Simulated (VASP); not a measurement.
# Au (Fm-3m) in VASP: single point with r2SCAN

Aim: the single point of Au with r2SCAN.

All numbers are computed with VASP 6.6.1; they aren't measurements. Logs are shortened: lines on timing, memory, paths and dates and some standing lists are left out, and cuts for length are marked.

## 1. The cell of the first run

It takes space group Fm-3m (No. 225, cubic). Conventional cell: a = 4.084 Å, b = 4.084 Å, c = 4.084 Å, α = 90.00°, β = 90.00°, γ = 90.00°. Within 3.8 Å of Au (site symmetry m-3m) lie 12 Au at 2.89 Å.

## 2. Single point, r2SCAN

POSCAR

```
Au
1.0
    0.0000000000      2.0417677953      2.0417677953
    2.0417677953      0.0000000000      2.0417677953
    2.0417677953      2.0417677953      0.0000000000
Au
1
Direct
    0.0000000000      0.0000000000      0.0000000000
```

INCAR.step1

```
PREC = Accurate
ENCUT = 520
ISMEAR = 0
SIGMA = 0.1
LREAL = F
LASPH = T
NELM = 60
NBANDS = 12
GGA = PE
ALGO = Normal
EDIFF = 1E-4
LWAVE = T
LCHARG = F
```

INCAR.step2

```
PREC = Accurate
ENCUT = 520
EDIFF = 1E-6
ISMEAR = 0
SIGMA = 0.1
LREAL = F
LASPH = T
NELM = 60
ALGO = Normal
ISIF = 2
LWAVE = F
LCHARG = F
METAGGA = R2SCAN
LMIXTAU = T
NBANDS = 12
ISTART = 1
```

KPOINTS

```
Automatic mesh
0
Gamma
  18 18 18
```

Potentials or basis: VASP PAW PBE potentials, release 64 (Au).

The run is started by

```bash
$ cat potpaw_PBE.64/Au/POTCAR > POTCAR
$ cp INCAR.step1 INCAR
$ mpirun -np 1 vasp_std > vasp.out
$ cp INCAR.step2 INCAR
$ mpirun -np 1 vasp_std > vasp.out
```

OUTCAR:

```text
PREC = Accurate
   ENCUT = 520
   EDIFF = 1E-6
   ISMEAR = 0
   LREAL = F
   LASPH = T
   NELM = 60
   ISIF = 2
   METAGGA = R2SCAN
   ISTART = 1

 ion  position               nearest neighbor table
   1  0.000  0.000  0.000-

  LATTYP: Found a face centered cubic cell.
 ALAT       =     4.0835355906

  Lattice vectors:

 A1 = (   0.0000000000,   2.0417677953,   2.0417677953)
 A2 = (   2.0417677953,   0.0000000000,   2.0417677953)
 A3 = (   2.0417677953,   2.0417677953,   0.0000000000)

Analysis of symmetry for initial positions (statically):
=====================================================================
 Subroutine PRICEL returns:
 Original cell was already a primitive cell.

 Routine SETGRP: Setting up the symmetry group for a
 face centered cubic supercell.

 Subroutine GETGRP returns: Found 48 space group operations
 (whereof 48 operations were pure point group operations)
 out of a pool of 48 trial point group operations.

The static configuration has the point symmetry O_h .

Analysis of symmetry for dynamics (positions and initial velocities):
=====================================================================
 Subroutine PRICEL returns:
 Original cell was already a primitive cell.

 Routine SETGRP: Setting up the symmetry group for a
 face centered cubic supercell.

 Subroutine GETGRP returns: Found 48 space group operations
 (whereof 48 operations were pure point group operations)
 out of a pool of 48 trial point group operations.

The dynamic configuration has the point symmetry O_h .

 Subroutine INISYM returns: Found 48 space group operations
 (whereof 48 operations are pure point group operations),
 and found     1 'primitive' translations

----------------------------------------------------------------------------------------

                                     Primitive cell

  volume of cell :      17.0235

  direct lattice vectors                    reciprocal lattice vectors
     0.000000000  2.041767795  2.041767795    -0.244885829  0.244885829  0.244885829
     2.041767795  0.000000000  2.041767795     0.244885829 -0.244885829  0.244885829
     2.041767795  2.041767795  0.000000000     0.244885829  0.244885829 -0.244885829

  length of vectors
     2.887495707  2.887495707  2.887495707     0.424154699  0.424154699  0.424154699

  position of ions in fractional coordinates (direct lattice)
     0.000000000  0.000000000  0.000000000

  ion indices of the primitive-cell ions
   primitive index   ion index
                 1           1

----------------------------------------------------------------------------------------

 KPOINTS: Automatic mesh

Automatic generation of k-mesh.
 Grid dimensions read from file:
 generate k-points for:   18   18   18

 Generating k-lattice:

  Cartesian coordinates                     Fractional coordinates (reciprocal lattice)
    -0.013604768  0.013604768  0.013604768     0.055555556  0.000000000  0.000000000
     0.013604768 -0.013604768  0.013604768     0.000000000  0.055555556  0.000000000
     0.013604768  0.013604768 -0.013604768     0.000000000  0.000000000  0.055555556

  Length of vectors
     0.023564150  0.023564150  0.023564150

  Shift w.r.t. Gamma in fractional coordinates (k-lattice)
     0.000000000  0.000000000  0.000000000

 Subroutine IBZKPT returns following result:
 ===========================================

 Found    195 irreducible k-points:

 Following reciprocal coordinates:
            Coordinates               Weight
  0.000000  0.000000  0.000000      1.000000
  0.055556  0.000000  0.000000      8.000000
  0.111111  0.000000  0.000000      8.000000
  0.166667  0.000000  0.000000      8.000000
  0.222222  0.000000  0.000000      8.000000
  0.277778  0.000000  0.000000      8.000000
[... 16 lines left out ...]
 -0.277778  0.055556  0.000000     24.000000
 -0.222222  0.055556  0.000000     24.000000
 [... further k-points ...]
   k-points           NKPTS =    195   k-points in BZ     NKDIM =    195   number of bands    NBANDS=     12
   number of dos      NEDOS =    301   number of ions     NIONS =      1
   total plane-waves  NPLWV =  13824
   dimension x,y,z NGX =    24 NGY =   24 NGZ =   24
   dimension x,y,z NGXF=    48 NGYF=   48 NGZF=   48
   ions per type =               1
   NGX,Y,Z   is equivalent  to a cutoff of  13.82, 13.82, 13.82 a.u.
   NGXF,Y,Z  is equivalent  to a cutoff of  27.64, 27.64, 27.64 a.u.
 SYSTEM =  unknown system
   PREC   = accura    normal or accurate (medium, high low for compatibility)
   ISTART =      1    job   : 0-new  1-cont  2-samecut
   ICHARG =      0    charge: 1-file 2-atom 10-const
   ISPIN  =      1    spin polarized calculation?
   LNONCOLLINEAR =      F non collinear calculations
   LSORBIT =      F    spin-orbit coupling
   LASPH  =      T    aspherical Exc in radial PAW
   ENCUT  =  520.0 eV  38.22 Ry    6.18 a.u.   5.37  5.37  5.37*2*pi/ulx,y,z
   NELM   =     60;   NELMIN=  2; NELMDL=  0     # of ELM steps
   EDIFF  = 0.1E-05   stopping-criterion for ELM
   LREAL  =      F    real-space projection
   EDIFFG = 0.1E-04   stopping-criterion for IOM
   NSW    =      0    number of steps for IOM
   IBRION =     -1    ionic relax: 0-MD 1-quasi-New 2-CG
   NFREE  =      0    steps in history (QN), initial steepest desc. (CG)
   ISIF   =      2    stress and relaxation
   ISYM   =      2    0-nonsym 1-usesym 2-fastsym
   POTIM  = 0.5000    time-step for ionic-motion
   TEBEG  =    0.0;   TEEND  =   0.0 temperature during run
   PSTRESS=    0.0 pullay stress
   NELECT =      11.0000    total number of electrons
   NUPDOWN=      -1.0000    fix difference up-down
   EMIN   =  10.00;   EMAX   =-10.00  energy-range for DOS
   EFERMI =   0.00;   METHOD = LEGACY
   ISMEAR =     0;   SIGMA  =   0.10  broadening in eV -4-tet -1-fermi 0-gaus
   EFERMI_NEDOS =   21; number of points for ismear=-14 and -15
   IALGO  =     38    algorithm
   IMIX   =      4    mixing-type and parameters
     AMIX     =   0.40;   BMIX     =  1.00
     AMIX_MAG =   1.60;   BMIX_MAG =  1.00
  volume/ion in A,a.u.               =      17.02       114.88
  Fermi-wavevector in a.u.,A,eV,Ry     =   1.415325  2.674576 27.254424  2.003144
  Thomas-Fermi vector in A             =   2.536775
   LORBIT       =      0    0 simple, 1 ext, 2 COOP (PROOUT), +10 PAW based schemes
   METAGGA = R2SCAN    functional components
   LHFCALC =     F    Hartree Fock is set to
   AEXX    =    0.0000 exact exchange contribution
   IVDW    =     0    specifies the selected vdW correction
   LEPSILON=     F    determine dielectric tensor
   LRPA    =     F    only Hartree local field effects (RPA)
 non-spin polarized calculation
 Gauss-broadening in eV      SIGMA  =   0.10
  energy-cutoff  :      520.00
  volume of cell :       17.02
 maximum number of plane-waves:       473
 NGX is ok and might be reduce to    24
   NGX = 11   NGY = 11   NGZ = 11

 number of electron      11.0000000 magnetization

 Free energy of the ion-electron system (eV)
  ---------------------------------------------------
  ext. energy  EPLUGINS =         0.00000000
  ---------------------------------------------------
  free energy    TOTEN  =       -50.58792224 eV

  energy without entropy =      -50.58671026  energy(sigma->0) =      -50.58731625

 E-fermi :   9.3209     XC(G=0): -13.6370

 val. band max:        9.3091113507   @ k =   0.5000   0.2778   0.1111
 cond. band min:       9.3444725757   @ k =   0.5000   0.1667   0.0556
 fundamental gap:      0.0353612250
 Fermi energy:         9.3208949161

 k-point     1 :       0.0000    0.0000    0.0000
  band No.  band energies     occupation
      1      -0.7627      2.00000
      2       4.3896      2.00000
      3       4.3896      2.00000
      4       4.3896      2.00000
      5       5.9263      2.00000
      6       5.9263      2.00000
      7      24.6618      0.00000
      8      28.7671      0.00000
      9      28.7671      0.00000
     10      28.7671      0.00000
     11      34.0543      0.00000
     12      38.5197      0.00000

 k-point     2 :       0.0556    0.0000    0.0000
  band No.  band energies     occupation
      1      -0.6505      2.00000
      2       4.3536      2.00000
      3       4.4284      2.00000
      4       4.4284      2.00000
      5       5.9089      2.00000
      6       5.9089      2.00000
      7      24.7918      0.00000
      8      28.0397      0.00000
      9      28.8973      0.00000
     10      28.8973      0.00000
     11      34.6556      0.00000
     12      37.1889      0.00000

 k-point     3 :       0.1111    0.0000    0.0000
  band No.  band energies     occupation
      1      -0.3234      2.00000
      2       4.2635      2.00000
      3       4.5294      2.00000
      4       4.5294      2.00000
      5       5.8741      2.00000
      6       5.8741      2.00000
      7      25.0761      0.00000
      8      26.5218      0.00000
      9      29.2644      0.00000
     10      29.2644      0.00000
     11      34.2519      0.00000
     12      36.5279      0.00000
[... 286 lines left out ...]
 k-point    23 :      -0.2778    0.0556    0.0000
  band No.  band energies     occupation
      1       1.5513      2.00000
      2       4.4798      2.00000
      3       4.6593      2.00000
      4       4.6904      2.00000
      5       6.1363      2.00000
      6       6.6916      2.00000
      7      19.2074      0.00000
      8      25.3959      0.00000
      9      28.0898      0.00000
     10      30.8029      0.00000
     11      31.9692      0.00000
     12      33.4599      0.00000

 k-point    24 :      -0.2222    0.0556    0.0000
  band No.  band energies     occupation
      1       1.0791      2.00000
      2       4.1501      2.00000
      3       4.7053      2.00000
      4       4.7384      2.00000
      5       5.8408      2.00000
      6       6.3398      2.00000
      7      21.5066      0.00000
      8      25.7786      0.00000
      9      28.7175      0.00000
     10      31.1793      0.00000
     11      31.6975      0.00000
     12      33.2369      0.00000

 [... further k-points ...]

------------------------ aborting loop because EDIFF is reached ----------------------------------------

  FORCE on cell =-STRESS in cart. coord.  units (eV):
  Direction    XX          YY          ZZ          XY          YZ          ZX
  --------------------------------------------------------------------------------------
  -------------------------------------------------------------------------------------
  Total        0.5743687      0.5743687      0.5743687     -0.0000000     -0.0000000      0.0000000
  in kB       54.0570430     54.0570430     54.0570430     -0.0000000     -0.0000000      0.0000000
  external PRESSURE =      54.0570430 kB  Pullay stress =       0.0000000 kB

 VOLUME and BASIS-vectors are now :
 -----------------------------------------------------------------------------
  energy-cutoff  :      520.00
  volume of cell :       17.02
      direct lattice vectors                 reciprocal lattice vectors
     0.000000000  2.041767795  2.041767795    -0.244885829  0.244885829  0.244885829
     2.041767795  0.000000000  2.041767795     0.244885829 -0.244885829  0.244885829
     2.041767795  2.041767795  0.000000000     0.244885829  0.244885829 -0.244885829

 POSITION                                       TOTAL-FORCE (eV/Angst)
 -----------------------------------------------------------------------------------
      0.00000      0.00000      0.00000        -0.000000      0.000000     -0.000000
 -----------------------------------------------------------------------------------
    total drift:                               -0.000000      0.000000      0.000000

  FREE ENERGIE OF THE ION-ELECTRON SYSTEM (eV)
  ---------------------------------------------------
  free  energy   TOTEN  =       -50.5879222406 eV

  energy  without entropy=      -50.5867102555  energy(sigma->0) =      -50.58731625
```

It took 71 s on 1 thread of Intel Xeon Platinum 8488C (Sapphire Rapids), shared host; peak memory 0.18 GiB.

What came out:

| Property | Result |
| --- | --- |
| Free energy | -50.5879 eV |
| Pressure | 5.4 GPa |

Caveat: the PAW data sets were made with another functional, which shifts forces and pressure a little; spin-orbit coupling is left out, which moves the levels of the heavy elements.
